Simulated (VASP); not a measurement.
# Ba (Fm-3m) in VASP: a series of runs

Aim: see how the results for Ba move with the level of theory and the settings. Levels: LDA, BLYP+D3(BJ). Tasks: relaxation of cell and atoms, single point.

Program: VASP 6.6.1. These are calculated values, not measurements. Logs are shortened: lines on timing, memory, paths and dates and some standing lists are left out, and cuts for length are marked.

**1. The cell of the first run**

The structure is cubic, space group Fm-3m (No. 225). Conventional cell: a = 6.465 Å, b = 6.465 Å, c = 6.465 Å, α = 90.00°, β = 90.00°, γ = 90.00°.

**2. Relaxation of cell and atoms, LDA, non-collinear spin, zero start, spin-orbit coupling**

Input file INCAR:

```
PREC     = Accurate       # precision mode
ENCUT    = 600            # plane-wave cutoff, eV
EDIFF    = 1E-6           # SCF threshold, eV
ISMEAR   = -5             # smearing method
SIGMA    = 0.05           # smearing width, eV
LREAL    = F              # projectors in reciprocal space
LASPH    = T              # aspherical terms in the spheres
NELM     = 150            # most SCF steps
ALGO     = Normal         # electronic algorithm
ISIF     = 3              # what is computed and relaxed
LWAVE    = F              # write WAVECAR
LCHARG   = F              # write CHGCAR
LNONCOLLINEAR= T              # non-collinear magnetism
MAGMOM   = 0 0 0          # initial moments
LORBIT   = 11             # projections on sites
LSORBIT  = T              # spin-orbit coupling
GGA_COMPAT= F            
LORBMOM  = T            
GGA      = CA             # functional
IBRION   = 2              # ionic algorithm
NSW      = 80             # ionic steps
EDIFFG   = -0.005         # ionic threshold
ISYM     = -1
```

Input file KPOINTS:

```
Automatic mesh
0
Gamma
  5 5 5
  0.5 0.5 0.5
```

Input file POSCAR:

```
Ba
1.0
    0.0000000000      3.2326650028      3.2326650028
    3.2326650028      0.0000000000      3.2326650028
    3.2326650028      3.2326650028      0.0000000000
Ba
1
Direct
    0.0000000000      0.0000000000      0.0000000000
```

Potentials or basis: VASP PAW LDA potentials, release 64 (Ba_sv).

Run with:

```console
$ cat potpaw_LDA.64/Ba_sv/POTCAR > POTCAR
$ mpirun -np 1 vasp_ncl > vasp.out
```

OUTCAR:

```text
PREC = Accurate
   ENCUT = 600
   EDIFF = 1E-6
   ISMEAR = -5
   LREAL = F
   LASPH = T
   NELM = 150
   ISIF = 3
   LNONCOLLINEAR = T
   LORBIT = 11
   LSORBIT = T
   GGA = CA
   IBRION = 2
   NSW = 80
   EDIFFG = -0.005
   ISYM = -1

 ion  position               nearest neighbor table
   1  0.000  0.000  0.000-

IMPORTANT INFORMATION: All symmetrisations will be switched off!
NOSYMM: (Re-)initialisation of all symmetry stuff for point group C_1.

----------------------------------------------------------------------------------------

                                     Primitive cell

  volume of cell :      67.5635

  direct lattice vectors                    reciprocal lattice vectors
     0.000000000  3.232665003  3.232665003    -0.154671146  0.154671146  0.154671146
     3.232665003  0.000000000  3.232665003     0.154671146 -0.154671146  0.154671146
     3.232665003  3.232665003  0.000000000     0.154671146  0.154671146 -0.154671146

  length of vectors
     4.571678690  4.571678690  4.571678690     0.267898283  0.267898283  0.267898283

  position of ions in fractional coordinates (direct lattice)
     0.000000000  0.000000000  0.000000000

  ion indices of the primitive-cell ions
   primitive index   ion index
                 1           1

----------------------------------------------------------------------------------------

 KPOINTS: Automatic mesh

Automatic generation of k-mesh.
 Grid dimensions read from file:
 generate k-points for:    5    5    5

 Generating k-lattice:

  Cartesian coordinates                     Fractional coordinates (reciprocal lattice)
    -0.030934229  0.030934229  0.030934229     0.200000000  0.000000000  0.000000000
     0.030934229 -0.030934229  0.030934229     0.000000000  0.200000000  0.000000000
     0.030934229  0.030934229 -0.030934229     0.000000000  0.000000000  0.200000000

  Length of vectors
     0.053579657  0.053579657  0.053579657

  Shift w.r.t. Gamma in fractional coordinates (k-lattice)
     0.500000000  0.500000000  0.500000000

 TETIRR: Found    750 inequivalent tetrahedra from      750

 Subroutine IBZKPT returns following result:
 ===========================================

 Found    125 irreducible k-points:

 Following reciprocal coordinates:
            Coordinates               Weight
  0.100000  0.100000  0.100000      1.000000
  0.300000  0.100000  0.100000      1.000000
  0.500000  0.100000  0.100000      1.000000
 -0.300000  0.100000  0.100000      1.000000
 -0.100000  0.100000  0.100000      1.000000
  0.100000  0.300000  0.100000      1.000000
[... 16 lines left out ...]
  0.500000 -0.100000  0.100000      1.000000
 -0.300000 -0.100000  0.100000      1.000000
 [... further k-points ...]
   k-points           NKPTS =    125   k-points in BZ     NKDIM =    125   number of bands    NBANDS=     18
   number of dos      NEDOS =    301   number of ions     NIONS =      1
   total plane-waves  NPLWV =  64000
   dimension x,y,z NGX =    40 NGY =   40 NGZ =   40
   dimension x,y,z NGXF=    80 NGYF=   80 NGZF=   80
   ions per type =               1
   NGX,Y,Z   is equivalent  to a cutoff of  14.55, 14.55, 14.55 a.u.
   NGXF,Y,Z  is equivalent  to a cutoff of  29.09, 29.09, 29.09 a.u.
 SYSTEM =  unknown system
   PREC   = accura    normal or accurate (medium, high low for compatibility)
   ISTART =      0    job   : 0-new  1-cont  2-samecut
   ICHARG =      2    charge: 1-file 2-atom 10-const
   ISPIN  =      1    spin polarized calculation?
   LNONCOLLINEAR =      T non collinear calculations
   LSORBIT =      T    spin-orbit coupling
   LASPH  =      T    aspherical Exc in radial PAW
   ENCUT  =  600.0 eV  44.10 Ry    6.64 a.u.   9.13  9.13  9.13*2*pi/ulx,y,z
   NELM   =    150;   NELMIN=  2; NELMDL= -5     # of ELM steps
   EDIFF  = 0.1E-05   stopping-criterion for ELM
   LREAL  =      F    real-space projection
   EDIFFG = -.5E-02   stopping-criterion for IOM
   NSW    =     80    number of steps for IOM
   IBRION =      2    ionic relax: 0-MD 1-quasi-New 2-CG
   NFREE  =      1    steps in history (QN), initial steepest desc. (CG)
   ISIF   =      3    stress and relaxation
   ISYM   =     -1    0-nonsym 1-usesym 2-fastsym
   POTIM  = 0.5000    time-step for ionic-motion
   TEBEG  =    0.0;   TEEND  =   0.0 temperature during run
   PSTRESS=    0.0 pullay stress
   NELECT =      10.0000    total number of electrons
   NUPDOWN=      -1.0000    fix difference up-down
   EMIN   =  10.00;   EMAX   =-10.00  energy-range for DOS
   EFERMI =   0.00;   METHOD = LEGACY
   ISMEAR =    -5;   SIGMA  =   0.05  broadening in eV -4-tet -1-fermi 0-gaus
   EFERMI_NEDOS =   21; number of points for ismear=-14 and -15
   IALGO  =     38    algorithm
   IMIX   =      4    mixing-type and parameters
     AMIX     =   0.40;   BMIX     =  1.00
     AMIX_MAG =   1.60;   BMIX_MAG =  1.00
  volume/ion in A,a.u.               =      67.56       455.94
  Fermi-wavevector in a.u.,A,eV,Ry     =   0.865973  1.636451 10.203124  0.749908
  Thomas-Fermi vector in A             =   1.984294
   LORBIT       =     11    0 simple, 1 ext, 2 COOP (PROOUT), +10 PAW based schemes
   GGA     = CA    functional components
   LHFCALC =     F    Hartree Fock is set to
   AEXX    =    0.0000 exact exchange contribution
   IVDW    =     0    specifies the selected vdW correction
   LEPSILON=     F    determine dielectric tensor
   LRPA    =     F    only Hartree local field effects (RPA)
 conjugate gradient relaxation of ions
 Fermi weights with tetrahedron method with Bloechl corrections
  energy-cutoff  :      600.00
  volume of cell :       67.56
 maximum number of plane-waves:      4558
 NGX is ok and might be reduce to    40
   NGX = 19   NGY = 19   NGZ = 19

--------------------------------------- Ionic step        1  -------------------------------------------

 number of electron      10.0000000 magnetization       0.0000000      0.0000000      0.0000000

 number of electron       9.9999999 magnetization      -0.0000113     -0.0000029      0.0000002

 number of electron       9.9999999 magnetization       0.0000075      0.0000008     -0.0000007

 number of electron       9.9999999 magnetization      -0.0000106     -0.0000029     -0.0000003

 number of electron       9.9999999 magnetization       0.0000025      0.0000020      0.0000007

 Free energy of the ion-electron system (eV)
  ---------------------------------------------------
  ext. energy  EPLUGINS =         0.00000000
  ---------------------------------------------------
  free energy    TOTEN  =        -2.36593183 eV

  energy without entropy =       -2.36593183  energy(sigma->0) =       -2.36593183

------------------------ aborting loop because EDIFF is reached ----------------------------------------

  FORCE on cell =-STRESS in cart. coord.  units (eV):
  Direction    XX          YY          ZZ          XY          YZ          ZX
  --------------------------------------------------------------------------------------
  -------------------------------------------------------------------------------------
  Total       -0.6211642     -0.6211623     -0.6211644     -0.0080927     -0.0080934     -0.0080949
  in kB      -14.7300723    -14.7300276    -14.7300768     -0.1919083     -0.1919250     -0.1919595
  external PRESSURE =     -14.7300589 kB  Pullay stress =       0.0000000 kB
[... 215 lines left out ...]
--------------------------------------- Ionic step        7  -------------------------------------------

 number of electron      10.0000000 magnetization      -0.0000000      0.0000000      0.0000000

 number of electron      10.0000000 magnetization       0.0000000     -0.0000000     -0.0000000

 Free energy of the ion-electron system (eV)
  ---------------------------------------------------
  ext. energy  EPLUGINS =         0.00000000
  ---------------------------------------------------
  free energy    TOTEN  =        -2.43880992 eV

  energy without entropy =       -2.43880992  energy(sigma->0) =       -2.43880992

 E-fermi :   1.7937     XC(G=0):  -8.0129

 val. band max:        1.8791097746   @ k =  -0.3000   0.3000   0.1000
 cond. band min:       1.6649143741   @ k =   0.5000   0.5000   0.1000
 fundamental gap:     -0.2141954005
 Fermi energy:         1.7937098770

 k-point     1 :       0.1000    0.1000    0.1000
  band No.  band energies     occupation
      1     -26.7861      1.00000
      2     -26.7861      1.00000
      3     -13.0987      1.00000
      4     -13.0987      1.00000
      5     -11.0784      1.00000
      6     -11.0784      1.00000
[... 10 lines left out ...]
     17       5.3558      0.00000
     18       5.3558      0.00000
[... 466 lines left out ...]
      2     -26.7372      1.00000
      3     -13.2726      1.00000
      4     -13.2726      1.00000
      5     -11.4065      1.00000
      6     -11.4065      1.00000
[... 10 lines left out ...]
     17       5.1552      0.00000
     18       5.1552      0.00000

 [... further k-points ...]
[... 5 lines left out ...]
  --------------------------------------------------------------------------------------
  -------------------------------------------------------------------------------------
  Total        0.0016306      0.0016316      0.0013170      0.0014428      0.0025167      0.0025175
  in kB        0.0466965      0.0467241      0.0377150      0.0413180      0.0720729      0.0720953
  external PRESSURE =       0.0437119 kB  Pullay stress =       0.0000000 kB
[... 16 lines left out ...]
  FREE ENERGIE OF THE ION-ELECTRON SYSTEM (eV)
  ---------------------------------------------------
  free  energy   TOTEN  =        -2.4388099230 eV

  energy  without entropy=       -2.4388099230  energy(sigma->0) =       -2.43880992

 reached required accuracy - stopping structural energy minimisation

 orbital moment (x)

 # of ion     p       d       tot
 ----------------------------------------
  1         0.000   0.000   0.000
 ----------------------------------------
            0.000   0.000   0.000

 orbital moment (y)

 # of ion     p       d       tot
 ----------------------------------------
  1        -0.000   0.000   0.000
 ----------------------------------------
           -0.000   0.000   0.000

 orbital moment (z)

 # of ion     p       d       tot
 ----------------------------------------
  1        -0.000   0.000   0.000
 ----------------------------------------
           -0.000   0.000   0.000

 Spin-Orbit-Coupling matrix elements

 Ion:    1  E_soc:     -0.4206137
 l=   1
     0.0000000    -0.0700184    -0.0700185
    -0.0700184     0.0000000    -0.0700184
    -0.0700185    -0.0700184     0.0000000
 l=   2
     0.0000000     0.0000026     0.0000000     0.0000026    -0.0000864
     0.0000026     0.0000000    -0.0000648     0.0000026    -0.0000216
     0.0000000    -0.0000648     0.0000000    -0.0000648     0.0000000
     0.0000026     0.0000026    -0.0000648     0.0000000    -0.0000216
    -0.0000864    -0.0000216     0.0000000    -0.0000216     0.0000000
 l=   3
     0.0000000     0.0000000     0.0000000     0.0000000     0.0000000     0.0000000     0.0000000
     0.0000000     0.0000000     0.0000000     0.0000000     0.0000000     0.0000000     0.0000000
     0.0000000     0.0000000     0.0000000     0.0000000     0.0000000     0.0000000     0.0000000
     0.0000000     0.0000000     0.0000000     0.0000000     0.0000000     0.0000000     0.0000000
     0.0000000     0.0000000     0.0000000     0.0000000     0.0000000     0.0000000     0.0000000
     0.0000000     0.0000000     0.0000000     0.0000000     0.0000000     0.0000000     0.0000000
     0.0000000     0.0000000     0.0000000     0.0000000     0.0000000     0.0000000     0.0000000

 total charge

# of ion       s       p       d       tot
------------------------------------------
    1        2.083   5.522   0.321   7.927

 magnetization (x)

# of ion       s       p       d       tot
------------------------------------------
    1        0.000   0.000   0.000   0.000

 magnetization (y)

# of ion       s       p       d       tot
------------------------------------------
    1       -0.000  -0.000  -0.000  -0.000

 magnetization (z)

# of ion       s       p       d       tot
------------------------------------------
    1       -0.000  -0.000  -0.000  -0.000
```

It took 27 min on 1 thread of Intel Xeon Platinum 8488C (Sapphire Rapids), shared host; peak memory 0.53 GiB.

Results:

```yaml
Free_energy: -2.4388 eV
Relaxed_volume: 55.95 Å³/atom
Relaxed_cell: a = 4.291 Å, b = 4.291 Å, c = 4.292 Å, α = 60.04°, β = 60.04°, γ = 60.04°
Space_group_after_relaxing_to_0.05_Å: Fm-3m (No. 225)
Energy_gained_by_relaxing: 72.9 meV/atom
Ionic_steps: 7
Pressure_after_relaxing: 0.0 GPa
Net_moment: 0.00 μB per cell
Valence_electrons_inside_the_program's_atomic_spheres: Ba 7.93
```

Step by step:
| step | energy change (eV) | largest force (eV/Å) | pressure (GPa) | volume (Å³) |
| --- | --- | --- | --- | --- |
| 1 | 0.0000 | 0.0000 | -1.47 | 67.56 |
| 2 | -0.0465 | 0.0000 | -0.83 | 61.67 |
| 3 | -0.0617 | 0.0000 | -0.49 | 59.10 |
| 4 | -0.0745 | 0.0000 | 0.33 | 54.17 |
| 5 | -0.0726 | 0.0000 | -0.01 | 56.04 |
| 6 | -0.0730 | 0.0000 | 0.04 | 55.83 |
| 7 | -0.0729 | 0.0000 | 0.00 | 55.95 |

Final structure:
```yaml
crystal:
  lattice:
    - [-0.00175, 3.03453, 3.03453]
    - [3.03452, -0.00175, 3.03452]
    - [3.03498, 3.03498, -0.00221]
  atoms:
    - { symbol: Ba, position: [0.00000, 0.00000, 0.00000] }
```

Moments on the atoms (μB; x, y, z):
```
Ba  0.00 0.00 0.00
```

Caveat: the volume moved by over 15 % at a fixed basis, so the end points are rough.

**3. Single point, BLYP+D3(BJ)**

Input file INCAR:

```
PREC = Accurate ; ENCUT = 520
EDIFF = 1E-6 ; ISMEAR = -1
SIGMA = 0.05 ; LREAL = F
LASPH = T ; NELM = 100
ALGO = Normal ; ISIF = 2
LWAVE = F ; LCHARG = F
GGA = B5 ; ALDAX = 1.0
AGGAX = 1.0 ; AGGAC = 1.0
ALDAC = 0.0 ; IVDW = 12
VDW_S6 = 1.0 ; VDW_S8 = 2.6996
VDW_A1 = 0.4298 ; VDW_A2 = 4.2359
NBANDS = 11
```

Input file KPOINTS:

```
Automatic mesh
0
Gamma
  7 7 7
```

Input file POSCAR:

```
Ba
1.0
    0.0000000000      3.2326650050      3.2326650050
    3.2326650050      0.0000000000      3.2326650050
    3.2326650050      3.2326650050      0.0000000000
Ba
1
Direct
    0.0000000000      0.0000000000      0.0000000000
```

Potentials or basis: VASP PAW PBE potentials, release 64 (Ba_sv).

Run with:

```console
$ cat potpaw_PBE.64/Ba_sv/POTCAR > POTCAR
$ mpirun -np 1 vasp_std > vasp.out
```

Wall time 26 s (1 thread of AMD EPYC 7R13 (Zen 3), shared host); peak memory 0.17 GiB.

It converged, with:

- Free energy: -1.7195 eV
- Pressure: -1.0 GPa
- Band gap on the k mesh: zero (band 5 reaches 1.91 eV, above the bottom of band 6 at 1.83 eV)
- Dispersion energy per atom: -0.480 eV

Levels at points of the mesh, in eV from the Fermi level:
| k point | band 1 | band 2 | band 3 | band 4 | band 5 | band 6 | band 7 | band 8 | band 9 | band 10 |
| --- | --- | --- | --- | --- | --- | --- | --- | --- | --- | --- |
| (0.00, 0.00, 0.00) | -29.06 | -14.11 | -14.11 | -14.11 | -2.66 | 1.59 | 1.59 | 1.59 | 2.97 | 2.97 |

Caveat: the PAW data sets were made with another functional, which shifts forces and pressure a little; spin-orbit coupling is left out, which moves the levels of the heavy elements; pairwise dispersion overbinds metals, which lowers pressure and volume.
